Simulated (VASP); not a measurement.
# Nd3Au (Fm-3m) in VASP: a series of runs

The runs below take Nd3Au through single point, relaxation of cell and atoms, with PBE.

Everything below comes from runs of VASP 6.6.1. Logs are shortened: lines on timing, memory, paths and dates and some standing lists are left out, and cuts for length are marked.

## (1) The cell of the first run

The structure is cubic, space group Fm-3m (No. 225). Conventional cell: a = 7.665 Å, b = 7.665 Å, c = 7.665 Å, α = 90.00°, β = 90.00°, γ = 90.00°. Nd (site symmetry -43m) has 10 Nd at 3.32 to 3.83 Å and 4 Au at 3.32 Å within 4.4 Å. Within 4.4 Å of Nd (site symmetry m-3m) lie 8 Nd at 3.32 Å and 6 Au at 3.83 Å. Au (site symmetry m-3m) has 14 Nd at 3.32 to 3.83 Å within 4.4 Å.

## (2) Single point, PBE

INCAR

```
SYSTEM = Nd3Au
  PREC = Accurate
  ENCUT = 500
  EDIFF = 1E-6
  ISMEAR = 0
  SIGMA = 0.1
  LREAL = .FALSE.
  LASPH = .TRUE.
  NELM = 200
  ALGO = Normal
  ISIF = 2
  LWAVE = .FALSE.
  LCHARG = .FALSE.
  GGA = PE
  NBANDS = 30
  GGA_COMPAT = .FALSE.
  LMAXMIX = 6
```

KPOINTS

```
Automatic mesh
0
G
  10 10 10
  0 0 0
```

POSCAR

```
Nd3Au
1.0
    0.0000000000      3.8327339025      3.8327339025
    3.8327339025      0.0000000000      3.8327339025
    3.8327339025      3.8327339025      0.0000000000
Nd Au
3 1
Direct
    0.2500000000      0.2500000000      0.2500000000
    0.7500000000      0.7500000000      0.7500000000
    0.5000000000      0.5000000000      0.5000000000
    0.0000000000      0.0000000000      0.0000000000
```

Potentials or basis: VASP PAW PBE potentials, release 64 (Nd_3, Au), 4f in core.

Started as:

```sh
$ cat potpaw_PBE.64/Nd_3/POTCAR potpaw_PBE.64/Au/POTCAR > POTCAR
$ mpirun -np 1 vasp_std > vasp.out
```

OUTCAR:

```text
SYSTEM = Nd3Au
   PREC = Accurate
   ENCUT = 500
   EDIFF = 1E-6
   ISMEAR = 0
   LREAL = .FALSE.
   LASPH = .TRUE.
   NELM = 200
   ISIF = 2
   GGA = PE

 ion  position               nearest neighbor table
   1  0.250  0.250  0.250-   4 3.32   4 3.32   4 3.32   3 3.32   4 3.32   3 3.32   3 3.32   3 3.32

   2  0.750  0.750  0.750-   3 3.32   3 3.32   3 3.32   3 3.32   4 3.32   4 3.32   4 3.32   4 3.32

   3  0.500  0.500  0.500-   1 3.32   1 3.32   1 3.32   1 3.32   2 3.32   2 3.32   2 3.32   2 3.32

   4  0.000  0.000  0.000-   2 3.32   2 3.32   2 3.32   1 3.32   2 3.32   1 3.32   1 3.32   1 3.32

  LATTYP: Found a face centered cubic cell.
 ALAT       =     7.6654678050

  Lattice vectors:

 A1 = (   0.0000000000,   3.8327339025,   3.8327339025)
 A2 = (   3.8327339025,   0.0000000000,   3.8327339025)
 A3 = (   3.8327339025,   3.8327339025,   0.0000000000)

Analysis of symmetry for initial positions (statically):
=====================================================================
 Subroutine PRICEL returns:
 Original cell was already a primitive cell.

 Routine SETGRP: Setting up the symmetry group for a
 face centered cubic supercell.

 Subroutine GETGRP returns: Found 48 space group operations
 (whereof 48 operations were pure point group operations)
 out of a pool of 48 trial point group operations.

The static configuration has the point symmetry O_h .

Analysis of symmetry for dynamics (positions and initial velocities):
=====================================================================
 Subroutine PRICEL returns:
 Original cell was already a primitive cell.

 Routine SETGRP: Setting up the symmetry group for a
 face centered cubic supercell.

 Subroutine GETGRP returns: Found 48 space group operations
 (whereof 48 operations were pure point group operations)
 out of a pool of 48 trial point group operations.

The dynamic configuration has the point symmetry O_h .

 Subroutine INISYM returns: Found 48 space group operations
 (whereof 48 operations are pure point group operations),
 and found     1 'primitive' translations

----------------------------------------------------------------------------------------

                                     Primitive cell

  volume of cell :     112.6046

  direct lattice vectors                    reciprocal lattice vectors
     0.000000000  3.832733902  3.832733902    -0.130455182  0.130455182  0.130455182
     3.832733902  0.000000000  3.832733902     0.130455182 -0.130455182  0.130455182
     3.832733902  3.832733902  0.000000000     0.130455182  0.130455182 -0.130455182

  length of vectors
     5.420304266  5.420304266  5.420304266     0.225955004  0.225955004  0.225955004

  position of ions in fractional coordinates (direct lattice)
     0.250000000  0.250000000  0.250000000
     0.750000000  0.750000000  0.750000000
     0.500000000  0.500000000  0.500000000
     0.000000000  0.000000000  0.000000000

  ion indices of the primitive-cell ions
   primitive index   ion index
                 1           1
                 2           2
                 3           3
                 4           4

----------------------------------------------------------------------------------------

 KPOINTS: Automatic mesh

Automatic generation of k-mesh.
 Grid dimensions read from file:
 generate k-points for:   10   10   10

 Generating k-lattice:

  Cartesian coordinates                     Fractional coordinates (reciprocal lattice)
    -0.013045518  0.013045518  0.013045518     0.100000000  0.000000000  0.000000000
     0.013045518 -0.013045518  0.013045518     0.000000000  0.100000000  0.000000000
     0.013045518  0.013045518 -0.013045518     0.000000000  0.000000000  0.100000000

  Length of vectors
     0.022595500  0.022595500  0.022595500

  Shift w.r.t. Gamma in fractional coordinates (k-lattice)
     0.000000000  0.000000000  0.000000000

 Subroutine IBZKPT returns following result:
 ===========================================

 Found     47 irreducible k-points:

 Following reciprocal coordinates:
            Coordinates               Weight
  0.000000  0.000000  0.000000      1.000000
  0.100000  0.000000  0.000000      8.000000
  0.200000  0.000000  0.000000      8.000000
  0.300000  0.000000  0.000000      8.000000
  0.400000  0.000000  0.000000      8.000000
  0.500000  0.000000  0.000000      4.000000
[... 16 lines left out ...]
  0.300000  0.300000  0.000000      6.000000
  0.400000  0.300000  0.000000     24.000000
 [... further k-points ...]
   k-points           NKPTS =     47   k-points in BZ     NKDIM =     47   number of bands    NBANDS=     30
   number of dos      NEDOS =    301   number of ions     NIONS =      4
   total plane-waves  NPLWV =  64000
   dimension x,y,z NGX =    40 NGY =   40 NGZ =   40
   dimension x,y,z NGXF=    80 NGYF=   80 NGZF=   80
   ions per type =               3   1
   NGX,Y,Z   is equivalent  to a cutoff of  12.27, 12.27, 12.27 a.u.
   NGXF,Y,Z  is equivalent  to a cutoff of  24.54, 24.54, 24.54 a.u.
 SYSTEM =  Nd3Au
   PREC   = accura    normal or accurate (medium, high low for compatibility)
   ISTART =      0    job   : 0-new  1-cont  2-samecut
   ICHARG =      2    charge: 1-file 2-atom 10-const
   ISPIN  =      1    spin polarized calculation?
   LNONCOLLINEAR =      F non collinear calculations
   LSORBIT =      F    spin-orbit coupling
   LASPH  =      T    aspherical Exc in radial PAW
   ENCUT  =  500.0 eV  36.75 Ry    6.06 a.u.   9.88  9.88  9.88*2*pi/ulx,y,z
   NELM   =    200;   NELMIN=  2; NELMDL= -5     # of ELM steps
   EDIFF  = 0.1E-05   stopping-criterion for ELM
   LREAL  =      F    real-space projection
   EDIFFG = 0.1E-04   stopping-criterion for IOM
   NSW    =      0    number of steps for IOM
   IBRION =     -1    ionic relax: 0-MD 1-quasi-New 2-CG
   NFREE  =      0    steps in history (QN), initial steepest desc. (CG)
   ISIF   =      2    stress and relaxation
   ISYM   =      2    0-nonsym 1-usesym 2-fastsym
   POTIM  = 0.5000    time-step for ionic-motion
   TEBEG  =    0.0;   TEEND  =   0.0 temperature during run
   PSTRESS=    0.0 pullay stress
   NELECT =      44.0000    total number of electrons
   NUPDOWN=      -1.0000    fix difference up-down
   EMIN   =  10.00;   EMAX   =-10.00  energy-range for DOS
   EFERMI =   0.00;   METHOD = LEGACY
   ISMEAR =     0;   SIGMA  =   0.10  broadening in eV -4-tet -1-fermi 0-gaus
   EFERMI_NEDOS =   21; number of points for ismear=-14 and -15
   IALGO  =     38    algorithm
   IMIX   =      4    mixing-type and parameters
     AMIX     =   0.40;   BMIX     =  1.00
     AMIX_MAG =   1.60;   BMIX_MAG =  1.00
  volume/ion in A,a.u.               =      28.15       189.97
  Fermi-wavevector in a.u.,A,eV,Ry     =   1.196852  2.261722 19.489724  1.432454
  Thomas-Fermi vector in A             =   2.332782
   LORBIT       =      0    0 simple, 1 ext, 2 COOP (PROOUT), +10 PAW based schemes
   GGA     = PE    functional components
   LHFCALC =     F    Hartree Fock is set to
   AEXX    =    0.0000 exact exchange contribution
   IVDW    =     0    specifies the selected vdW correction
   LEPSILON=     F    determine dielectric tensor
   LRPA    =     F    only Hartree local field effects (RPA)
 non-spin polarized calculation
 Gauss-broadening in eV      SIGMA  =   0.10
  energy-cutoff  :      500.00
  volume of cell :      112.60
 maximum number of plane-waves:      2884
   NGX = 19   NGY = 19   NGZ = 19

 number of electron      43.9999998 magnetization

 Free energy of the ion-electron system (eV)
  ---------------------------------------------------
  ext. energy  EPLUGINS =         0.00000000
  ---------------------------------------------------
  free energy    TOTEN  =       -17.83286266 eV

  energy without entropy =      -17.79214678  energy(sigma->0) =      -17.81250472

 E-fermi :   4.7175     XC(G=0): -10.4891

 val. band max:        4.6996066990   @ k =   0.4000   0.1000   0.0000
 cond. band min:       4.7184159475   @ k =  -0.3000   0.4000   0.1000
 fundamental gap:      0.0188092485
 Fermi energy:         4.7175423159

 k-point     1 :       0.0000    0.0000    0.0000
  band No.  band energies     occupation
      1     -33.2886      2.00000
      2     -32.9595      2.00000
      3     -32.9022      2.00000
      4     -14.7129      2.00000
      5     -14.7129      2.00000
      6     -14.7129      2.00000
[... 22 lines left out ...]
     29       9.3885      0.00000
     30       9.6112      0.00000

 k-point     2 :       0.1000    0.0000    0.0000
  band No.  band energies     occupation
      1     -33.2819      2.00000
      2     -32.9614      2.00000
      3     -32.9075      2.00000
      4     -14.7467      2.00000
      5     -14.7345      2.00000
      6     -14.7345      2.00000
[... 22 lines left out ...]
     29       9.1910      0.00000
     30       9.1916      0.00000

 k-point     3 :       0.2000    0.0000    0.0000
  band No.  band energies     occupation
      1     -33.2632      2.00000
      2     -32.9669      2.00000
      3     -32.9216      2.00000
      4     -14.7918      2.00000
      5     -14.7814      2.00000
      6     -14.7814      2.00000
[... 22 lines left out ...]
     29       8.5149      0.00000
     30       8.8010      0.00000

 k-point     4 :       0.3000    0.0000    0.0000
  band No.  band energies     occupation
      1     -33.2371      2.00000
      2     -32.9768      2.00000
      3     -32.9393      2.00000
      4     -14.8281      2.00000
      5     -14.8281      2.00000
      6     -14.8053      2.00000
[... 22 lines left out ...]
     29       7.8453      0.00000
     30       9.2067      0.00000

 k-point     5 :       0.4000    0.0000    0.0000
  band No.  band energies     occupation
      1     -33.2121      2.00000
      2     -32.9905      2.00000
      3     -32.9516      2.00000
      4     -14.8602      2.00000
      5     -14.8602      2.00000
      6     -14.7924      2.00000
[... 22 lines left out ...]
     29       7.3816      0.00000
     30       9.2002      0.00000
[... 526 lines left out ...]
     29       7.5775      0.00000
     30       8.1446      0.00000

 k-point    22 :      -0.2000    0.2000    0.0000
  band No.  band energies     occupation
      1     -33.2276      2.00000
      2     -32.9770      2.00000
      3     -32.9489      2.00000
      4     -14.8513      2.00000
      5     -14.8461      2.00000
      6     -14.8250      2.00000
[... 22 lines left out ...]
     29       7.7440      0.00000
     30       8.3339      0.00000

 k-point    23 :       0.3000    0.3000    0.0000
  band No.  band energies     occupation
      1     -33.2177      2.00000
      2     -32.9760      2.00000
      3     -32.9602      2.00000
      4     -14.9655      2.00000
      5     -14.9655      2.00000
      6     -14.6325      2.00000
[... 22 lines left out ...]
     29       7.5843      0.00000
     30       8.3229      0.00000

 k-point    24 :       0.4000    0.3000    0.0000
  band No.  band energies     occupation
      1     -33.1963      2.00000
      2     -32.9815      2.00000
      3     -32.9771      2.00000
      4     -14.9951      2.00000
      5     -14.9912      2.00000
      6     -14.6199      2.00000
[... 22 lines left out ...]
     29       7.5202      0.00000
     30       8.2461      0.00000

 [... further k-points ...]

------------------------ aborting loop because EDIFF is reached ----------------------------------------

  FORCE on cell =-STRESS in cart. coord.  units (eV):
  Direction    XX          YY          ZZ          XY          YZ          ZX
  --------------------------------------------------------------------------------------
  -------------------------------------------------------------------------------------
  Total        0.1264979      0.1264979      0.1264979      0.0000000      0.0000000     -0.0000000
  in kB        1.7998562      1.7998562      1.7998562      0.0000000      0.0000000     -0.0000000
  external PRESSURE =       1.7998562 kB  Pullay stress =       0.0000000 kB

 VOLUME and BASIS-vectors are now :
 -----------------------------------------------------------------------------
  energy-cutoff  :      500.00
  volume of cell :      112.60
      direct lattice vectors                 reciprocal lattice vectors
     0.000000000  3.832733902  3.832733902    -0.130455182  0.130455182  0.130455182
     3.832733902  0.000000000  3.832733902     0.130455182 -0.130455182  0.130455182
     3.832733902  3.832733902  0.000000000     0.130455182  0.130455182 -0.130455182

 POSITION                                       TOTAL-FORCE (eV/Angst)
 -----------------------------------------------------------------------------------
      1.91637      1.91637      1.91637         0.000000     -0.000000      0.000000
      5.74910      5.74910      5.74910         0.000000      0.000000      0.000000
      3.83273      3.83273      3.83273        -0.000000     -0.000000     -0.000000
      0.00000      0.00000      0.00000        -0.000000     -0.000000     -0.000000
 -----------------------------------------------------------------------------------
    total drift:                               -0.000000      0.000000      0.000000

  FREE ENERGIE OF THE ION-ELECTRON SYSTEM (eV)
  ---------------------------------------------------
  free  energy   TOTEN  =       -17.8328626587 eV

  energy  without entropy=      -17.7921467828  energy(sigma->0) =      -17.81250472
```

Wall time 96 s (1 thread of AMD EPYC 9R45 (Zen 5), shared host); peak memory 0.29 GiB.

What came out:

```
Free energy            : -17.8329 eV
Pressure               : 0.2 GPa
Band gap on the k mesh : zero (bands 22 and 23 overlap by 0.79 eV)
```

Caveat: spin-orbit coupling is left out, which moves the levels of the heavy elements; the 4f electrons are frozen in the core, so they carry no moment and show no levels.

(Continued in part 2 of 2.)

The gap in the log of VASP goes by the Fermi energy; the results here count the filled bands.